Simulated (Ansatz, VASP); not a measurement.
Gd: VASP beside Ansatz

File INCAR:

```
ALGO = Normal
EDIFF = 1E-7
ENCUT = 520
GGA = CA
ISIF = 2
ISMEAR = 1
ISPIN = 2
LASPH = True
LCHARG = True
LELF = True
LMAXMIX = 6
LORBIT = 11
LREAL = False
LVHAR = True
LWAVE = False
MAGMOM = 7.214 7.214
NBANDS = 29
NELM = 150
PREC = Accurate
SIGMA = 0.03
```

The input KPOINTS:

```
k-points
0
Gamma
  10 10 6
```

Contents of POSCAR:

```
Gd
1.0
    3.4841536640      0.0000000000      0.0000000000
   -1.7420768320      3.0173655837      0.0000000000
    0.0000000000      0.0000000000      5.5867162136
Gd
2
Direct
    0.3333333333      0.6666666667      0.2500000000
    0.6666666667      0.3333333333      0.7500000000
```

Input for Ansatz:

```yaml
crystal:
  lattice:
    - [3.484153664, 0.0, 0.0]
    - [-1.742076832, 3.0173655837, 0.0]
    - [0.0, 0.0, 5.5867162136]
  atoms:
    - { symbol: Gd, position: [0.3333333333, 0.6666666667, 0.25], spin: 7.214 }
    - { symbol: Gd, position: [0.6666666667, 0.3333333333, 0.75], spin: 7.214 }
hamiltonian:
  xc: lda
  pseudopotentials:
    kind: paw
    azcp:
      Gd: "pseudopotentials/Gd.paw.azcp"
basis:
  ecutwfc: 420
  fft_grid_basis: typed
kpoints:
  mp_grid: { grid: [10, 10, 6], shift: [0, 0, 0] }
magnetization:
  spin_polarized: true
scf:
  occupations: { method: methfessel_paxton, width: 0.03 }
  lower_state_search: "off"
output:
  stress: true
  write_density: true
  write_potential: true
  elf: true
  volumetric_format: npy
```

Alike in both runs: task single point; functional LDA; k mesh 10 × 10 × 6; occupations methfessel-paxton of order 1, width 0.03 eV; collinear spin.

```csv
,VASP,Ansatz
version,VASP 6.6.1,Ansatz 0.2.0
potentials or method,"VASP PAW PBE potentials, release 64 (Gd), cutoff 520 eV","plane waves (420 eV) with PAW, scalar-relativistic"
valence electrons in the cell,36,36
```

VASP gave:

| Item | Value |
| --- | --- |
| pressure (GPa) | -0.1 |
| traceless stress, the component that is largest in VASP (GPa) | 0.16 |
| net moment per atom (μB) | 7.34 |
| size of the moment on the site where the two differ most (μB) | 6.90 |

Problem. What did Ansatz give for the same quantities?

Solution. Pressure (GPa): 0.0; traceless stress, the component that is largest in VASP (GPa): -0.09; net moment per atom (μB): 7.49; size of the moment on the site where the two differ most (μB): 7.26.

The net moments are unlike, so the other rows may belong to different states. VASP's potentials were made for PBE, not for LDA, and Ansatz warns of the same on its side. LDA's correlation is that of Perdew and Zunger in VASP and of Perdew and Wang (1992) in Ansatz. Site moments also hang on the region over which each program counts them. Ansatz's warnings: stability check not made.

Neither program's run includes spin-orbit coupling.
